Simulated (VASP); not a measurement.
Wanted: the native input for a VASP 6.6.1 run.

| Item | Value |
| --- | --- |
| Task | relaxation of the atoms |
| Functional | PBE |
| Potentials or basis | VASP PAW PBE potentials, release 64 (Zr_sv) |
| Cutoff | 450 eV |
| k mesh | 9 × 9 × 5 |
| Occupations | fermi-dirac, width 0.05 eV |
| Spin | no spin polarisation |
| Dipole correction | no |
| Further INCAR settings | ALGO = Normal; EDIFF = 1e-07; IBRION = 2; EDIFFG = -0.01; NSW = 60 |

The structure of Zr lies in POSCAR:

```
Zr
1.0
    3.2319982200      0.0000000000      0.0000000000
   -1.6159991100      2.7989925700      0.0000000000
    0.0000000000      0.0000000000      5.1470000000
Zr
2
Direct
    0.3346542400      0.6741300100      0.2538998500
    0.6653457600      0.3258699900      0.7461001500
```

These files were run (other wordings do the same):

INCAR

```
ALGO = Normal
EDIFF = 1E-7
EDIFFG = -0.01
ENCUT = 450
GGA = PE
GGA_COMPAT = F
IBRION = 2
ISIF = 2
ISMEAR = -1
LASPH = T
LCHARG = F
LREAL = F
LWAVE = F
NELM = 120
NELMIN = 4
NSW = 60
PREC = Accurate
SIGMA = 0.05
```

KPOINTS

```
k-points
0
Gamma
  9 9 5
```

Potentials or basis: VASP PAW PBE potentials, release 64 (Zr_sv).

Run with:

```sh
$ cat potpaw_PBE.64/Zr_sv/POTCAR > POTCAR
$ mpirun -np 1 vasp_std > vasp.out
```

Results of the run:

```
Energy gained by relaxing    : 2.1 meV/atom
Ionic steps                  : 6
Pressure after relaxing      : 0.5 GPa
Largest force after relaxing : 0.007 eV/Å
Band gap on the k mesh       : zero (bands 12 and 13 overlap by 1.13 eV)
```

Wall time 120 s on 1 thread of Intel(R) Xeon(R) 6975P-C (Granite Rapids), with other jobs on the host, peak memory 0.23 GiB.
